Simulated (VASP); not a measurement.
The system is SrO.

```
CELL_PARAMETERS angstrom
3.50526 0.00000 0.00000
-1.75263 3.03565 0.00000
0.00000 0.00000 6.13328
ATOMIC_POSITIONS crystal
Sr 0.66667 0.33333 0.75000
Sr 0.33333 0.66667 0.25000
O 0.00000 0.00000 0.50000
O 0.00000 0.00000 0.00000
```

Base run:

```yaml
Program: VASP 6.6.1
Functional: r2SCAN
Potentials_or_basis: VASP PAW PBE potentials, release 64 (Sr_sv, O)
Cutoff: 520 eV
k_mesh: 9 × 9 × 5
Occupations: fermi-dirac, width 0.05 eV
Spin: no spin polarisation
```

Its results: band gap on the k mesh 3.53 eV (least direct gap 3.79 eV); pressure 4.2 GPa.

The run is repeated on the same cell with these changes: functional from r2SCAN to PBEsol; further incar settings from ALGO = Normal; EDIFF = 1e-06; NBANDS = 24 to ALGO = Normal; EDIFF = 1e-07; NBANDS = 24. What comes out?

Band gap on the k mesh 2.99 eV (least direct gap 3.16 eV); pressure 1.9 GPa.

Caveats: the PAW data sets were made with another functional, which shifts forces and pressure a little; the cell stands under pressure (at least some runs).

A k mesh can miss the band edges.
